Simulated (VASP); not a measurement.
Cd4O3:

```
CELL_PARAMETERS angstrom
4.53087 0.00000 0.00000
-2.26544 3.92385 0.00000
0.00000 0.00000 6.83131
ATOMIC_POSITIONS crystal
Cd 0.33333 0.66667 0.21164
Cd 0.33333 0.66667 0.78836
Cd 0.66667 0.33333 0.78836
Cd 0.66667 0.33333 0.21164
O 0.41145 0.00000 0.00000
O 0.00000 0.41145 0.00000
O 0.58855 0.58855 0.00000
```

The cell was built from a structure type or drawn by symmetry, and may not be a known phase.

| Property | Result |
| --- | --- |
| Program | VASP 6.6.1 |
| Task | relaxation of cell and atoms |
| Functional | PBE |
| Potentials or basis | VASP PAW PBE potentials, release 64 (Cd, O) |
| Cutoff | 600 eV |
| k mesh | 4 × 4 × 3 |
| Occupations | gaussian, width 0.2 eV |
| Spin | no spin polarisation |

At the start: pressure 51.1 GPa; volume 17.35 Å³/atom.

Task: How do energy, volume and symmetry change on relaxing?

Result: Over 19 steps the energy falls by 1313.4 meV/atom and the volume is 21.75 Å³/atom (+25.3 %); space group P-62m (No. 189, to 0.1 Å) before and after.

Step by step:
| step | energy change (eV) | largest force (eV/Å) | pressure (GPa) | volume (Å³) |
| --- | --- | --- | --- | --- |
| 1 | 0.0000 | 7.0278 | 51.12 | 121.45 |
| 2 | -0.0892 | 1.8052 | -10.48 | 247.04 |
| 3 | -5.8761 | 1.3158 | -2.38 | 164.73 |
| 4 | -5.9610 | 1.1324 | -1.03 | 161.07 |
| 5 | -6.0048 | 0.8191 | 1.21 | 156.08 |
| 6 | -7.3762 | 0.5996 | -0.36 | 162.66 |
| 7 | -8.0097 | 2.6519 | -0.01 | 174.83 |
| 8 | -8.6425 | 0.4713 | -1.28 | 170.47 |
| 9 | -8.6795 | 0.6830 | -1.21 | 171.33 |
| 10 | -8.6826 | 0.7394 | -1.18 | 171.54 |
| 11 | -8.8561 | 0.7553 | -1.23 | 167.24 |
| 12 | -9.0959 | 0.2230 | 0.41 | 154.25 |
| 13 | -9.1040 | 0.5940 | -0.40 | 158.22 |
| 14 | -9.1153 | 0.4687 | -0.10 | 156.50 |
| 15 | -9.1458 | 0.6429 | -1.54 | 153.58 |
| 16 | -9.1715 | 0.1985 | -1.05 | 154.76 |
| 17 | -9.1797 | 0.0994 | 1.36 | 148.70 |
| 18 | -9.1919 | 0.0567 | 0.27 | 151.32 |
| 19 | -9.1938 | 0.0552 | -0.15 | 152.24 |

Final structure:
```
CELL_PARAMETERS angstrom
5.54655 0.00000 0.00000
-2.77328 4.80345 0.00000
0.00000 0.00000 5.71402
ATOMIC_POSITIONS crystal
Cd 0.33333 0.66667 0.25417
Cd 0.33333 0.66667 0.74583
Cd 0.66667 0.33333 0.74583
Cd 0.66667 0.33333 0.25417
O 0.38478 0.00000 0.00000
O 0.00000 0.38478 0.00000
O 0.61522 0.61522 0.00000
```

Caveat: the k points lie up to 0.37 Å⁻¹ apart in the final cell; the volume moved by over 15 % at a fixed basis, so the end points are rough; the relaxation stopped at a loose force limit of 0.08 eV/Å, so its end isn't a converged minimum.
